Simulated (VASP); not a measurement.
# GaAs (F-43m) in VASP: elastic constants with LDA

Aim: the elastic constants of GaAs with LDA.

All numbers are computed with VASP 6.6.1; they aren't measurements. Logs are shortened: lines on timing, memory, paths and dates and some standing lists are left out, and cuts for length are marked.

## (1) The cell of the first run

It takes space group F-43m (No. 216, cubic). The conventional cell has a = 5.603 Å, b = 5.603 Å, c = 5.603 Å, α = 90.00°, β = 90.00°, γ = 90.00°. Within 3.2 Å of Ga (site symmetry -43m) lie 4 As at 2.43 Å. Within 3.2 Å of As (site symmetry -43m) lie 4 Ga at 2.43 Å.

## (2) Elastic constants, LDA

Contents of INCAR:

```
SYSTEM = GaAs
ALGO     = Normal         ! electronic algorithm
EDIFF    = 1E-8           ! SCF threshold, eV
ENCUT    = 600            ! plane-wave cutoff, eV
GGA      = CA             ! functional
IBRION   = 6              ! ionic algorithm
ISIF     = 3              ! what is computed and relaxed
ISMEAR   = 0              ! smearing method
LASPH    = .TRUE.         ! aspherical terms in the spheres
LCHARG   = .FALSE.        ! write CHGCAR
LREAL    = .FALSE.        ! projectors in reciprocal space
LWAVE    = .FALSE.        ! write WAVECAR
NELM     = 60             ! most SCF steps
NFREE    = 2            
NSW      = 1              ! ionic steps
POTIM    = 0.015          ! step
PREC     = Accurate       ! precision mode
SIGMA    = 0.01           ! smearing width, eV
```

Contents of KPOINTS:

```
k-points
0
G
  8 8 8
  0 0 0
```

Contents of POSCAR:

```
GaAs
1.0
    2.8014470115      2.8014470115      0.0000000000
   -2.8014470115      2.8014470115      0.0000000000
    0.0000000000      2.8014470115      2.8014470115
Ga As
1 1
Direct
    0.0000000000      0.0000000000      0.0000000000
    0.7500000000      0.2500000000      0.5000000000
```

Potentials or basis: VASP PAW LDA potentials, release 64 (Ga_d, As).

Command:

```sh
cat potpaw_LDA.64/Ga_d/POTCAR potpaw_LDA.64/As/POTCAR > POTCAR
mpirun -np 1 vasp_std > vasp.out
```

OUTCAR:

```text
SYSTEM = GaAs
   EDIFF = 1E-8
   ENCUT = 600
   GGA = CA
   IBRION = 6
   ISIF = 3
   ISMEAR = 0
   LASPH = .TRUE.
   LREAL = .FALSE.
   NELM = 60
   NFREE = 2
   NSW = 1
   POTIM = 0.015
   PREC = Accurate

 ion  position               nearest neighbor table
   1  0.000  0.000  0.000-   2 2.43   2 2.43   2 2.43   2 2.43
   2  0.750  0.250  0.500-   1 2.43   1 2.43   1 2.43   1 2.43

  LATTYP: Found a face centered cubic cell.
 ALAT       =     5.6028940230

  Lattice vectors:

 A1 = (   0.0000000000,   2.8014470115,   2.8014470115)
 A2 = (   2.8014470115,   0.0000000000,   2.8014470115)
 A3 = (   2.8014470115,   2.8014470115,   0.0000000000)

Analysis of symmetry for initial positions (statically):
[... 5 lines left out ...]
 face centered cubic supercell.

 Subroutine GETGRP returns: Found 24 space group operations
 (whereof 24 operations were pure point group operations)
 out of a pool of 48 trial point group operations.

The static configuration has the point symmetry T_d .

Analysis of symmetry for dynamics (positions and initial velocities):
[... 5 lines left out ...]
 face centered cubic supercell.

 Subroutine GETGRP returns: Found 24 space group operations
 (whereof 24 operations were pure point group operations)
 out of a pool of 48 trial point group operations.

The dynamic configuration has the point symmetry T_d .

 Subroutine INISYM returns: Found 24 space group operations
 (whereof 24 operations are pure point group operations),
 and found     1 'primitive' translations

----------------------------------------------------------------------------------------

                                     Primitive cell

  volume of cell :      43.9721

  direct lattice vectors                    reciprocal lattice vectors
     2.801447012  2.801447012  0.000000000     0.178479192  0.178479192 -0.178479192
    -2.801447012  2.801447012  0.000000000    -0.178479192  0.178479192 -0.178479192
     0.000000000  2.801447012  2.801447012     0.000000000  0.000000000  0.356958385

  length of vectors
     3.961844358  3.961844358  3.961844358     0.309135029  0.309135029  0.356958385

  position of ions in fractional coordinates (direct lattice)
     0.000000000  0.000000000  0.000000000
     0.750000000  0.250000000  0.500000000

  ion indices of the primitive-cell ions
   primitive index   ion index
                 1           1
                 2           2

----------------------------------------------------------------------------------------

 KPOINTS: k-points

Automatic generation of k-mesh.
 Grid dimensions read from file:
 generate k-points for:    8    8    8

 Generating k-lattice:

  Cartesian coordinates                     Fractional coordinates (reciprocal lattice)
     0.022309899  0.022309899 -0.022309899     0.125000000  0.000000000  0.000000000
    -0.022309899  0.022309899 -0.022309899     0.000000000  0.125000000  0.000000000
     0.000000000  0.000000000  0.044619798     0.000000000  0.000000000  0.125000000

  Length of vectors
     0.038641879  0.038641879  0.044619798

  Shift w.r.t. Gamma in fractional coordinates (k-lattice)
     0.000000000  0.000000000  0.000000000

 Subroutine IBZKPT returns following result:
 ===========================================

 Found     29 irreducible k-points:

 Following reciprocal coordinates:
            Coordinates               Weight
  0.000000  0.000000  0.000000      1.000000
  0.125000  0.000000  0.000000      8.000000
  0.250000  0.000000  0.000000      8.000000
  0.375000  0.000000  0.000000      8.000000
  0.500000  0.000000  0.000000      4.000000
  0.125000  0.125000  0.000000     12.000000
[... 16 lines left out ...]
  0.375000  0.250000  0.125000     48.000000
  0.500000  0.250000  0.125000     24.000000
 [... further k-points ...]
   k-points           NKPTS =     29   k-points in BZ     NKDIM =     29   number of bands    NBANDS=     13
   number of dos      NEDOS =    301   number of ions     NIONS =      2
   total plane-waves  NPLWV =  32768
   dimension x,y,z NGX =    32 NGY =   32 NGZ =   32
   dimension x,y,z NGXF=    64 NGYF=   64 NGZF=   64
   ions per type =               1   1
   NGX,Y,Z   is equivalent  to a cutoff of  13.43, 13.43, 13.43 a.u.
   NGXF,Y,Z  is equivalent  to a cutoff of  26.86, 26.86, 26.86 a.u.
 SYSTEM =  GaAs
[... 37 lines left out ...]
   IVDW    =     0    specifies the selected vdW correction
   LEPSILON=     F    determine dielectric tensor
   LRPA    =     F    only Hartree local field effects (RPA)
 finite differences with symmetry
 non-spin polarized calculation
 Gauss-broadening in eV      SIGMA  =   0.01
  energy-cutoff  :      600.00
  volume of cell :       43.97
 maximum number of plane-waves:      1480
   NGX = 15   NGY = 15   NGZ = 15

--------------------------------------- Ionic step        1  -------------------------------------------

 number of electron      18.0000004 magnetization

 Free energy of the ion-electron system (eV)
  ---------------------------------------------------
  ext. energy  EPLUGINS =         0.00000000
  ---------------------------------------------------
  free energy    TOTEN  =        -9.63671878 eV

  energy without entropy =       -9.63671878  energy(sigma->0) =       -9.63671878

------------------------ aborting loop because EDIFF is reached ----------------------------------------

  FORCE on cell =-STRESS in cart. coord.  units (eV):
  Direction    XX          YY          ZZ          XY          YZ          ZX
  --------------------------------------------------------------------------------------
  -------------------------------------------------------------------------------------
  Total        0.0807667      0.0807667      0.0807667      0.0000000      0.0000000      0.0000000
  in kB        2.9428344      2.9428344      2.9428344      0.0000000      0.0000000      0.0000000
  external PRESSURE =       2.9428344 kB  Pullay stress =       0.0000000 kB
[... 89 lines left out ...]
  FREE ENERGIE OF THE ION-ELECTRON SYSTEM (eV)
  ---------------------------------------------------
  free  energy   TOTEN  =        -9.6318113706 eV

  energy  without entropy=       -9.6318113706  energy(sigma->0) =       -9.63181137

 E-fermi :   4.0721     XC(G=0):  -9.9659

 val. band max:        3.9488581591   @ k =   0.0000   0.0000   0.0000
 cond. band min:       4.3407513525   @ k =   0.0000   0.0000   0.0000
 fundamental gap:      0.3918931934
 Fermi energy:         4.0720816716

 k-point     1 :       0.0000    0.0000    0.0000
  band No.  band energies     occupation
      1     -11.0367      2.00000
      2     -11.0331      2.00000
      3     -11.0331      2.00000
      4     -10.9543      2.00000
      5     -10.9525      2.00000
      6      -8.9326      2.00000
      7       3.8603      2.00000
      8       3.9489      2.00000
      9       3.9489      2.00000
     10       4.3408      0.00000
     11       7.5826      0.00000
     12       7.5826      0.00000
     13       7.6234      0.00000
[... 356 lines left out ...]
      2     -11.0089      2.00000
      3     -11.0015      2.00000
      4     -10.9598      2.00000
      5     -10.9481      2.00000
      6      -6.7751      2.00000
      7      -2.6681      2.00000
      8       0.6400      2.00000
      9       1.9134      2.00000
     10       6.7949      0.00000
     11       7.9291      0.00000
     12      10.2449      0.00000
     13      11.5391      0.00000

 [... further k-points ...]

[... ionic steps 4 to 14 ...]

--------------------------------------- Ionic step       15  -------------------------------------------

 number of electron      18.0000002 magnetization

------------------------ aborting loop because EDIFF is reached ----------------------------------------
[... 67 lines left out ...]
--------------------------------------- Ionic step       17  -------------------------------------------

 number of electron      18.0000004 magnetization

 Free energy of the ion-electron system (eV)
  ---------------------------------------------------
  ext. energy  EPLUGINS =         0.00000000
  ---------------------------------------------------
  free energy    TOTEN  =        -9.63562391 eV

  energy without entropy =       -9.63562391  energy(sigma->0) =       -9.63562391

 E-fermi :   4.1845     XC(G=0): -10.0318

 val. band max:        4.1112224683   @ k =   0.0000   0.0000   0.0000
 cond. band min:       4.6008818437   @ k =   0.0000   0.0000   0.0000
 fundamental gap:      0.4896593754
 Fermi energy:         4.1844604670

 k-point     1 :       0.0000    0.0000    0.0000
  band No.  band energies     occupation
      1     -10.9206      2.00000
      2     -10.9187      2.00000
      3     -10.9164      2.00000
      4     -10.8337      2.00000
      5     -10.8337      2.00000
      6      -8.8974      2.00000
      7       4.0170      2.00000
      8       4.0651      2.00000
      9       4.1112      2.00000
     10       4.6009      0.00000
     11       7.7119      0.00000
     12       7.7430      0.00000
     13       7.7763      0.00000
[... 397 lines left out ...]
  FREE ENERGIE OF THE ION-ELECTRON SYSTEM (eV)
  ---------------------------------------------------
  free  energy   TOTEN  =        -9.6356239097 eV

  energy  without entropy=       -9.6356239097  energy(sigma->0) =       -9.63562391

 INTERNAL STRAIN TENSORS FROM STRAINED CELLS
 ============================================

 INTERNAL STRAIN TENSOR FOR ION    1 for displacements in x,y,z  (eV/Angst):
          X           Y           Z          XY          YZ          ZX
  --------------------------------------------------------------------------------
  x    -0.00000    -0.00000    -0.00000    -0.00000    -7.75593    -0.00000
  y     0.00000     0.00000     0.00000     0.00000     0.00000    -7.75642
  z     0.00000     0.00000     0.00000    -7.75475     0.00000     0.00000

 INTERNAL STRAIN TENSORS FROM DISPLACED ATOMS
 ============================================

 INTERNAL STRAIN TENSOR FOR ION    1 for displacements in x,y,z  (eV/Angst):
          X           Y           Z          XY          YZ          ZX
  --------------------------------------------------------------------------------
  x    -0.00000     0.00000     0.00000     0.00000    -7.75270     0.00000
  y     0.00000    -0.00000     0.00000     0.00000     0.00000    -7.75270
  z     0.00000     0.00000    -0.00000    -7.75270     0.00000     0.00000

 INTERNAL STRAIN TENSOR FOR ION    2 for displacements in x,y,z  (eV/Angst):
          X           Y           Z          XY          YZ          ZX
  --------------------------------------------------------------------------------
  x     0.00000    -0.00000    -0.00000     0.00000     7.74920     0.00000
  y     0.00000     0.00000     0.00000     0.00000     0.00000     7.74920
  z    -0.00000    -0.00000     0.00000     7.74920     0.00000     0.00000

 Eigenvectors and eigenvalues of the dynamical matrix
 ----------------------------------------------------

   1 f  =    8.120370 THz    51.021786 2PiTHz  270.866371 cm-1    33.583135 meV
             X         Y         Z           dx          dy          dz
      0.000000  0.000000  0.000000     0.000000    0.720021    0.000000
      1.400724  4.202171  1.400724     0.000000   -0.693953    0.000000
[... 21 lines left out ...]
   6 f/i=    0.003722 THz     0.023385 2PiTHz    0.124150 cm-1     0.015393 meV
             X         Y         Z           dx          dy          dz
      0.000000  0.000000  0.000000     0.693953   -0.000000    0.000000
      1.400724  4.202171  1.400724     0.720021    0.000000    0.000000

--------------------------------------------------------------------------------------------------------

 ELASTIC MODULI CONTR FROM IONIC RELAXATION (kBar)
 Direction    XX          YY          ZZ          XY          YZ          ZX
 --------------------------------------------------------------------------------
 XX          -0.0000     -0.0000      0.0000      0.0000     -0.0000     -0.0000
 YY          -0.0000     -0.0000     -0.0000      0.0000      0.0000     -0.0000
 ZZ           0.0000     -0.0000     -0.0000     -0.0000      0.0000     -0.0000
 XY           0.0000      0.0000     -0.0000   -224.6597     -0.0000      0.0000
 YZ          -0.0000      0.0000      0.0000     -0.0000   -224.6597      0.0000
 ZX          -0.0000     -0.0000     -0.0000      0.0000      0.0000   -224.6597
 --------------------------------------------------------------------------------

 TOTAL ELASTIC MODULI (kBar)
 Direction    XX          YY          ZZ          XY          YZ          ZX
 --------------------------------------------------------------------------------
 XX        1180.7062    542.8636    542.8636     -0.0000      0.0000     -0.0000
 YY         542.8636   1180.7062    542.8636     -0.0000      0.0000     -0.0000
 ZZ         542.8636    542.8636   1180.7062     -0.0000     -0.0000     -0.0000
 XY          -0.0000     -0.0000     -0.0000    587.0797     -0.0000      0.0000
 YZ           0.0000      0.0000     -0.0000     -0.0000    587.0797      0.0000
 ZX          -0.0000     -0.0000     -0.0000      0.0000      0.0000    587.0797
 --------------------------------------------------------------------------------
```

It took 5.4 min on 1 thread of Intel Xeon Platinum 8488C (Sapphire Rapids), shared host; peak memory 0.31 GiB.

Results:

```
Elastic constants C11, C12, C44                         : 118, 54, 59 GPa
Voigt bulk modulus                                      : 76 GPa
Highest phonon frequency at Γ, LO-TO splitting left out : 271 cm⁻¹
```

Phonon frequencies in cm⁻¹ (negative: imaginary):
| q point | frequencies |
| --- | --- |
| (0.000, 0.000, 0.000) | 0 0 0 271 271 271 |

Elastic tensor in Voigt notation (GPa, in the Cartesian axes of the cell as first typed):
```
118  54  54   0   0   0
 54 118  54   0   0   0
 54  54 118   0   0   0
  0   0   0  59   0   0
  0   0   0   0  59   0
  0   0   0   0   0  59
```

Clamped-ion elastic tensor (GPa):
```
118  54  54   0   0   0
 54 118  54   0   0   0
 54  54 118   0   0   0
  0   0   0  81   0   0
  0   0   0   0  81   0
  0   0   0   0   0  81
```
